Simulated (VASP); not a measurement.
# BP (P6_3/mmc) in VASP: a series of runs

Aim: see how the results for BP move with the level of theory and the settings. Levels: PBE, LDA, r2SCAN, HSE06. Tasks: single point.

Everything below comes from runs of VASP 6.6.1. Logs are shortened: lines on timing, memory, paths and dates and some standing lists are left out, and cuts for length are marked.

### 1 The cell of the first run

The structure is hexagonal, space group P6_3/mmc (No. 194). Conventional cell: a = 3.204 Å, b = 3.204 Å, c = 8.467 Å, α = 90.00°, β = 90.00°, γ = 120.00°. B (site symmetry -6m2) has 3 P at 1.85 Å within 2.5 Å. Within 2.5 Å of P (site symmetry -6m2) lie 3 B at 1.85 Å.

### 2 Single point, PBE

INCAR

```
SYSTEM = BP
PREC = Accurate
ENCUT = 520
EDIFF = 1E-7
ISMEAR = 0
SIGMA = 0.01
LREAL = .FALSE.
LASPH = .TRUE.
NELM = 80
ALGO = Normal
ISIF = 2
LWAVE = .FALSE.
LCHARG = .FALSE.
GGA = PE
NBANDS = 16
```

KPOINTS

```
Automatic mesh
0
G
  6 6 2
  0 0 0
```

POSCAR

```
BP
1.0
    3.2039354075      0.0000000000      0.0000000000
   -1.6019677038      2.7746894549      0.0000000000
    0.0000000000      0.0000000000      8.4666274574
B P
2 2
Direct
    0.3333333333      0.6666666667      0.2500000000
    0.6666666667      0.3333333333      0.7500000000
    0.6666666667      0.3333333333      0.2500000000
    0.3333333333      0.6666666667      0.7500000000
```

Potentials or basis: VASP PAW PBE potentials, release 64 (B, P).

Run with:

```
$ cat potpaw_PBE.64/B/POTCAR potpaw_PBE.64/P/POTCAR > POTCAR
$ mpirun -np 1 vasp_std > vasp.out
```

OUTCAR:

```text
SYSTEM = BP
   PREC = Accurate
   ENCUT = 520
   EDIFF = 1E-7
   ISMEAR = 0
   LREAL = .FALSE.
   LASPH = .TRUE.
   NELM = 80
   ISIF = 2
   GGA = PE

 ion  position               nearest neighbor table
   1  0.333  0.667  0.250-   3 1.85   3 1.85   3 1.85
   2  0.667  0.333  0.750-   4 1.85   4 1.85   4 1.85
   3  0.667  0.333  0.250-   1 1.85   1 1.85   1 1.85
   4  0.333  0.667  0.750-   2 1.85   2 1.85   2 1.85

  LATTYP: Found a hexagonal cell.
 ALAT       =     3.2039354075
 C/A-ratio  =     2.6425712071

  Lattice vectors:

 A1 = (   3.2039354075,   0.0000000000,   0.0000000000)
 A2 = (  -1.6019677038,   2.7746894549,   0.0000000000)
 A3 = (   0.0000000000,   0.0000000000,   8.4666274574)

Analysis of symmetry for initial positions (statically):
=====================================================================
 Subroutine PRICEL returns:
 Original cell was already a primitive cell.

 Routine SETGRP: Setting up the symmetry group for a
 hexagonal supercell.

 Subroutine GETGRP returns: Found 24 space group operations
 (whereof 12 operations were pure point group operations)
 out of a pool of 24 trial point group operations.

The static configuration has the point symmetry D_3d.
 The point group associated with its full space group is D_6h.

Analysis of symmetry for dynamics (positions and initial velocities):
=====================================================================
 Subroutine PRICEL returns:
 Original cell was already a primitive cell.

 Routine SETGRP: Setting up the symmetry group for a
 hexagonal supercell.

 Subroutine GETGRP returns: Found 24 space group operations
 (whereof 12 operations were pure point group operations)
 out of a pool of 24 trial point group operations.

The dynamic configuration has the point symmetry D_3d.
 The point group associated with its full space group is D_6h.

 Subroutine INISYM returns: Found 24 space group operations
 (whereof 12 operations are pure point group operations),
 and found     1 'primitive' translations

----------------------------------------------------------------------------------------

                                     Primitive cell

  volume of cell :      75.2677

  direct lattice vectors                    reciprocal lattice vectors
     3.203935407  0.000000000  0.000000000     0.312116155  0.180200346  0.000000000
    -1.601967704  2.774689455  0.000000000     0.000000000  0.360400692  0.000000000
     0.000000000  0.000000000  8.466627457     0.000000000  0.000000000  0.118110783

  length of vectors
     3.203935407  3.203935407  8.466627457     0.360400692  0.360400692  0.118110783

  position of ions in fractional coordinates (direct lattice)
     0.333333333  0.666666667  0.250000000
     0.666666667  0.333333333  0.750000000
     0.666666667  0.333333333  0.250000000
     0.333333333  0.666666667  0.750000000

  ion indices of the primitive-cell ions
   primitive index   ion index
                 1           1
                 2           2
                 3           3
                 4           4

----------------------------------------------------------------------------------------

 KPOINTS: Automatic mesh

Automatic generation of k-mesh.
 Grid dimensions read from file:
 generate k-points for:    6    6    2

 Generating k-lattice:

  Cartesian coordinates                     Fractional coordinates (reciprocal lattice)
     0.052019359  0.030033391  0.000000000     0.166666667  0.000000000  0.000000000
     0.000000000  0.060066782  0.000000000     0.000000000  0.166666667  0.000000000
     0.000000000  0.000000000  0.059055392     0.000000000  0.000000000  0.500000000

  Length of vectors
     0.060066782  0.060066782  0.059055392

  Shift w.r.t. Gamma in fractional coordinates (k-lattice)
     0.000000000  0.000000000  0.000000000

 Subroutine IBZKPT returns following result:
 ===========================================

 Found     14 irreducible k-points:

 Following reciprocal coordinates:
            Coordinates               Weight
  0.000000  0.000000  0.000000      1.000000
  0.166667  0.000000  0.000000      6.000000
  0.333333 -0.000000  0.000000      6.000000
  0.500000 -0.000000  0.000000      3.000000
  0.166667  0.166667  0.000000      6.000000
  0.333333  0.166667  0.000000     12.000000
  0.333333  0.333333  0.000000      2.000000
  0.000000  0.000000  0.500000      1.000000
  0.166667  0.000000  0.500000      6.000000
  0.333333 -0.000000  0.500000      6.000000
  0.500000 -0.000000  0.500000      3.000000
  0.166667  0.166667  0.500000      6.000000
  0.333333  0.166667  0.500000     12.000000
  0.333333  0.333333  0.500000      2.000000
   k-points           NKPTS =     14   k-points in BZ     NKDIM =     14   number of bands    NBANDS=     16
   number of dos      NEDOS =    301   number of ions     NIONS =      4
   total plane-waves  NPLWV =  36864
   dimension x,y,z NGX =    24 NGY =   24 NGZ =   64
   dimension x,y,z NGXF=    48 NGYF=   48 NGZF=  128
   ions per type =               2   2
   NGX,Y,Z   is equivalent  to a cutoff of  12.45, 12.45, 12.57 a.u.
   NGXF,Y,Z  is equivalent  to a cutoff of  24.91, 24.91, 25.13 a.u.
 SYSTEM =  BP
   PREC   = accura    normal or accurate (medium, high low for compatibility)
   ISTART =      0    job   : 0-new  1-cont  2-samecut
   ICHARG =      2    charge: 1-file 2-atom 10-const
   ISPIN  =      1    spin polarized calculation?
   LNONCOLLINEAR =      F non collinear calculations
   LSORBIT =      F    spin-orbit coupling
   LASPH  =      T    aspherical Exc in radial PAW
   ENCUT  =  520.0 eV  38.22 Ry    6.18 a.u.   5.96  5.96 15.74*2*pi/ulx,y,z
   NELM   =     80;   NELMIN=  2; NELMDL= -5     # of ELM steps
   EDIFF  = 0.1E-06   stopping-criterion for ELM
   LREAL  =      F    real-space projection
   EDIFFG = 0.1E-05   stopping-criterion for IOM
   NSW    =      0    number of steps for IOM
   IBRION =     -1    ionic relax: 0-MD 1-quasi-New 2-CG
   NFREE  =      0    steps in history (QN), initial steepest desc. (CG)
   ISIF   =      2    stress and relaxation
   ISYM   =      2    0-nonsym 1-usesym 2-fastsym
   POTIM  = 0.5000    time-step for ionic-motion
   TEBEG  =    0.0;   TEEND  =   0.0 temperature during run
   PSTRESS=    0.0 pullay stress
   NELECT =      16.0000    total number of electrons
   NUPDOWN=      -1.0000    fix difference up-down
   EMIN   =  10.00;   EMAX   =-10.00  energy-range for DOS
   EFERMI =   0.00;   METHOD = LEGACY
   ISMEAR =     0;   SIGMA  =   0.01  broadening in eV -4-tet -1-fermi 0-gaus
   EFERMI_NEDOS =   21; number of points for ismear=-14 and -15
   IALGO  =     38    algorithm
   IMIX   =      4    mixing-type and parameters
     AMIX     =   0.40;   BMIX     =  1.00
     AMIX_MAG =   1.60;   BMIX_MAG =  1.00
  volume/ion in A,a.u.               =      18.82       126.98
  Fermi-wavevector in a.u.,A,eV,Ry     =   0.977039  1.846336 12.988196  0.954605
  Thomas-Fermi vector in A             =   2.107705
   LORBIT       =      0    0 simple, 1 ext, 2 COOP (PROOUT), +10 PAW based schemes
   GGA     = PE    functional components
   LHFCALC =     F    Hartree Fock is set to
   AEXX    =    0.0000 exact exchange contribution
   IVDW    =     0    specifies the selected vdW correction
   LEPSILON=     F    determine dielectric tensor
   LRPA    =     F    only Hartree local field effects (RPA)
 non-spin polarized calculation
 Gauss-broadening in eV      SIGMA  =   0.01
  energy-cutoff  :      520.00
  volume of cell :       75.27
 maximum number of plane-waves:      2058
 NGX is ok and might be reduce to    24
   NGX = 11   NGY = 11   NGZ = 31

 number of electron      16.0000001 magnetization

 Free energy of the ion-electron system (eV)
  ---------------------------------------------------
  ext. energy  EPLUGINS =         0.00000000
  ---------------------------------------------------
  free energy    TOTEN  =       -24.31429284 eV

  energy without entropy =      -24.31429284  energy(sigma->0) =      -24.31429284

 E-fermi :   2.5319     XC(G=0):  -8.3300

 val. band max:        2.4801374192   @ k =   0.3333   0.3333   0.5000
 cond. band min:       3.3528808117   @ k =   0.3333   0.3333   0.5000
 fundamental gap:      0.8727433925
 Fermi energy:         2.5318969239

 k-point     1 :       0.0000    0.0000    0.0000
  band No.  band energies     occupation
      1     -11.2831      2.00000
      2     -11.1576      2.00000
      3      -2.2432      2.00000
      4      -1.0444      2.00000
      5       0.8413      2.00000
      6       0.8413      2.00000
[... 8 lines left out ...]
     15       8.4629      0.00000
     16      10.8968      0.00000

 k-point     2 :       0.1667    0.0000    0.0000
  band No.  band energies     occupation
      1     -10.8594      2.00000
      2     -10.7372      2.00000
      3      -1.7756      2.00000
      4      -0.9751      2.00000
      5      -0.9206      2.00000
      6      -0.6000      2.00000
[... 8 lines left out ...]
     15       9.5818      0.00000
     16       9.7337      0.00000

 k-point     3 :       0.3333   -0.0000    0.0000
  band No.  band energies     occupation
      1      -9.6540      2.00000
      2      -9.5442      2.00000
      3      -3.9993      2.00000
      4      -3.9220      2.00000
      5      -0.7937      2.00000
      6      -0.7528      2.00000
[... 8 lines left out ...]
     15      11.9962      0.00000
     16      12.2814      0.00000

 k-point     4 :       0.5000   -0.0000    0.0000
  band No.  band energies     occupation
      1      -8.4421      2.00000
      2      -8.3754      2.00000
      3      -5.8754      2.00000
      4      -5.8133      2.00000
      5      -1.1633      2.00000
      6      -1.1208      2.00000
[... 8 lines left out ...]
     15      12.0703      0.00000
     16      13.0462      0.00000
[... 134 lines left out ...]
 k-point    12 :       0.1667    0.1667    0.5000
  band No.  band energies     occupation
      1      -9.9822      2.00000
      2      -9.9822      2.00000
      3      -2.7868      2.00000
      4      -2.7868      2.00000
      5      -1.2945      2.00000
      6      -1.2945      2.00000
[... 8 lines left out ...]
     15       9.3930      0.00000
     16       9.3930      0.00000

 k-point    13 :       0.3333    0.1667    0.5000
  band No.  band energies     occupation
      1      -8.5760      2.00000
      2      -8.5760      2.00000
      3      -5.0842      2.00000
      4      -5.0842      2.00000
      5      -2.3828      2.00000
      6      -2.3828      2.00000
[... 8 lines left out ...]
     15      10.9996      0.00000
     16      10.9996      0.00000

 k-point    14 :       0.3333    0.3333    0.5000
  band No.  band energies     occupation
      1      -7.7603      2.00000
      2      -7.7603      2.00000
      3      -5.4234      2.00000
      4      -5.4234      2.00000
      5      -3.7909      2.00000
      6      -3.7909      2.00000
[... 8 lines left out ...]
     15      11.3125      0.00000
     16      11.3125      0.00000

------------------------ aborting loop because EDIFF is reached ----------------------------------------

  FORCE on cell =-STRESS in cart. coord.  units (eV):
  Direction    XX          YY          ZZ          XY          YZ          ZX
  --------------------------------------------------------------------------------------
  -------------------------------------------------------------------------------------
  Total        0.5790133      0.5790133      0.2637710     -0.0000000      0.0000000      0.0000000
  in kB       12.3251015     12.3251015      5.6147317     -0.0000000      0.0000000      0.0000000
  external PRESSURE =      10.0883116 kB  Pullay stress =       0.0000000 kB

 VOLUME and BASIS-vectors are now :
 -----------------------------------------------------------------------------
  energy-cutoff  :      520.00
  volume of cell :       75.27
      direct lattice vectors                 reciprocal lattice vectors
     3.203935407  0.000000000  0.000000000     0.312116155  0.180200346  0.000000000
    -1.601967704  2.774689455  0.000000000     0.000000000  0.360400692  0.000000000
     0.000000000  0.000000000  8.466627457     0.000000000  0.000000000  0.118110783

 POSITION                                       TOTAL-FORCE (eV/Angst)
 -----------------------------------------------------------------------------------
     -0.00000      1.84979      2.11666        -0.000000      0.000000      0.000000
      1.60197      0.92490      6.34997         0.000000     -0.000000      0.000000
      1.60197      0.92490      2.11666         0.000000     -0.000000      0.000000
     -0.00000      1.84979      6.34997        -0.000000      0.000000      0.000000
 -----------------------------------------------------------------------------------
    total drift:                                0.000000     -0.000000      0.000000

  FREE ENERGIE OF THE ION-ELECTRON SYSTEM (eV)
  ---------------------------------------------------
  free  energy   TOTEN  =       -24.3142928360 eV

  energy  without entropy=      -24.3142928360  energy(sigma->0) =      -24.31429284
```

Wall time 16 s (1 thread of Intel Xeon Platinum 8259CL at 2.50GHz (Skylake/Cascade Lake), shared host); peak memory 0.18 GiB.

What came out:

```yaml
Free_energy: -24.3143 eV
Pressure: 1.0 GPa
Band_gap_on_the_k_mesh: 0.87 eV, direct
```

Caveat: this functional lacks dispersion, which binds the layers, so the pressure and a relaxed spacing across them are unreliable. As with any semilocal functional, this PBE gap is likely too small.

### 3 Single point, PBE

INCAR

```
ALGO = Normal
EDIFF = 1E-6
ENCUT = 520
GGA = PE
ISIF = 2
ISMEAR = 0
LASPH = True
LCHARG = False
LREAL = False
LWAVE = False
NBANDS = 16
NELM = 60
PREC = Accurate
SIGMA = 0.01
```

KPOINTS

```
k-points
0
Gamma
  6 6 2
```

POSCAR is that of step 2.

Potentials or basis: VASP PAW PBE potentials, release 64 (B, P).

Run with:

```
$ cat potpaw_PBE.64/B/POTCAR potpaw_PBE.64/P/POTCAR > POTCAR
$ mpirun -np 1 vasp_std > vasp.out
```

OUTCAR:

```text
EDIFF = 1E-6
   ENCUT = 520
   GGA = PE
   ISIF = 2
   ISMEAR = 0
   LASPH = True
   LREAL = False
   NELM = 60
   PREC = Accurate

 ion  position               nearest neighbor table
   1  0.333  0.667  0.250-   3 1.85   3 1.85   3 1.85
   2  0.667  0.333  0.750-   4 1.85   4 1.85   4 1.85
   3  0.667  0.333  0.250-   1 1.85   1 1.85   1 1.85
   4  0.333  0.667  0.750-   2 1.85   2 1.85   2 1.85

  LATTYP: Found a hexagonal cell.
 ALAT       =     3.2039354075
 C/A-ratio  =     2.6425712071

  Lattice vectors:

 A1 = (   3.2039354075,   0.0000000000,   0.0000000000)
 A2 = (  -1.6019677038,   2.7746894549,   0.0000000000)
 A3 = (   0.0000000000,   0.0000000000,   8.4666274574)

Analysis of symmetry for initial positions (statically):
=====================================================================
 Subroutine PRICEL returns:
 Original cell was already a primitive cell.

 Routine SETGRP: Setting up the symmetry group for a
 hexagonal supercell.

 Subroutine GETGRP returns: Found 24 space group operations
 (whereof 12 operations were pure point group operations)
 out of a pool of 24 trial point group operations.

The static configuration has the point symmetry D_3d.
 The point group associated with its full space group is D_6h.

Analysis of symmetry for dynamics (positions and initial velocities):
=====================================================================
 Subroutine PRICEL returns:
 Original cell was already a primitive cell.

 Routine SETGRP: Setting up the symmetry group for a
 hexagonal supercell.

 Subroutine GETGRP returns: Found 24 space group operations
[... 111 lines left out ...]
   EFERMI =   0.00;   METHOD = LEGACY
   ISMEAR =     0;   SIGMA  =   0.01  broadening in eV -4-tet -1-fermi 0-gaus
   EFERMI_NEDOS =   21; number of points for ismear=-14 and -15
   IALGO  =     38    algorithm
   IMIX   =      4    mixing-type and parameters
     AMIX     =   0.40;   BMIX     =  1.00
     AMIX_MAG =   1.60;   BMIX_MAG =  1.00
  volume/ion in A,a.u.               =      18.82       126.98
  Fermi-wavevector in a.u.,A,eV,Ry     =   0.977039  1.846336 12.988196  0.954605
  Thomas-Fermi vector in A             =   2.107705
   LORBIT       =      0    0 simple, 1 ext, 2 COOP (PROOUT), +10 PAW based schemes
   GGA     = PE    functional components
   LHFCALC =     F    Hartree Fock is set to
   AEXX    =    0.0000 exact exchange contribution
   IVDW    =     0    specifies the selected vdW correction
   LEPSILON=     F    determine dielectric tensor
   LRPA    =     F    only Hartree local field effects (RPA)
 non-spin polarized calculation
 Gauss-broadening in eV      SIGMA  =   0.01
  energy-cutoff  :      520.00
  volume of cell :       75.27
 maximum number of plane-waves:      2058
 NGX is ok and might be reduce to    24
   NGX = 11   NGY = 11   NGZ = 31

 number of electron      16.0000001 magnetization

 Free energy of the ion-electron system (eV)
  ---------------------------------------------------
  ext. energy  EPLUGINS =         0.00000000
  ---------------------------------------------------
  free energy    TOTEN  =       -24.31429276 eV

  energy without entropy =      -24.31429276  energy(sigma->0) =      -24.31429276

 E-fermi :   2.5318     XC(G=0):  -8.3301

 val. band max:        2.4800148785   @ k =   0.3333   0.3333   0.5000
 cond. band min:       3.3529118219   @ k =   0.3333   0.3333   0.5000
 fundamental gap:      0.8728969435
 Fermi energy:         2.5318065330

 k-point     1 :       0.0000    0.0000    0.0000
  band No.  band energies     occupation
      1     -11.2832      2.00000
      2     -11.1577      2.00000
      3      -2.2432      2.00000
      4      -1.0444      2.00000
      5       0.8412      2.00000
      6       0.8412      2.00000
[... 243 lines left out ...]
      3      -5.4235      2.00000
      4      -5.4235      2.00000
      5      -3.7910      2.00000
      6      -3.7910      2.00000
[... 8 lines left out ...]
     15      11.3124      0.00000
     16      11.3124      0.00000

------------------------ aborting loop because EDIFF is reached ----------------------------------------

  FORCE on cell =-STRESS in cart. coord.  units (eV):
  Direction    XX          YY          ZZ          XY          YZ          ZX
  --------------------------------------------------------------------------------------
  -------------------------------------------------------------------------------------
  Total        0.5800148      0.5800148      0.2647340     -0.0000000      0.0000000      0.0000000
  in kB       12.3464197     12.3464197      5.6352309     -0.0000000      0.0000000      0.0000000
  external PRESSURE =      10.1093568 kB  Pullay stress =       0.0000000 kB

 VOLUME and BASIS-vectors are now :
 -----------------------------------------------------------------------------
  energy-cutoff  :      520.00
  volume of cell :       75.27
      direct lattice vectors                 reciprocal lattice vectors
     3.203935407  0.000000000  0.000000000     0.312116155  0.180200346  0.000000000
    -1.601967704  2.774689455  0.000000000     0.000000000  0.360400692  0.000000000
     0.000000000  0.000000000  8.466627457     0.000000000  0.000000000  0.118110783

 POSITION                                       TOTAL-FORCE (eV/Angst)
 -----------------------------------------------------------------------------------
     -0.00000      1.84979      2.11666         0.000000     -0.000000      0.000000
      1.60197      0.92490      6.34997        -0.000000      0.000000      0.000000
      1.60197      0.92490      2.11666         0.000000     -0.000000      0.000000
     -0.00000      1.84979      6.34997        -0.000000      0.000000      0.000000
 -----------------------------------------------------------------------------------
    total drift:                                0.000000     -0.000000      0.000000

  FREE ENERGIE OF THE ION-ELECTRON SYSTEM (eV)
  ---------------------------------------------------
  free  energy   TOTEN  =       -24.3142927607 eV

  energy  without entropy=      -24.3142927607  energy(sigma->0) =      -24.31429276
```

Wall time 18 s (1 thread of Intel Xeon Platinum 8259CL at 2.50GHz (Skylake/Cascade Lake), shared host); peak memory 0.17 GiB.

Results:

```yaml
Free_energy: -24.3143 eV
Pressure: 1.0 GPa
Band_gap_on_the_k_mesh: 0.87 eV, direct
```

Caveat: this functional lacks dispersion, which binds the layers, so the pressure and a relaxed spacing across them are unreliable.

(Continued in part 2 of 2.)
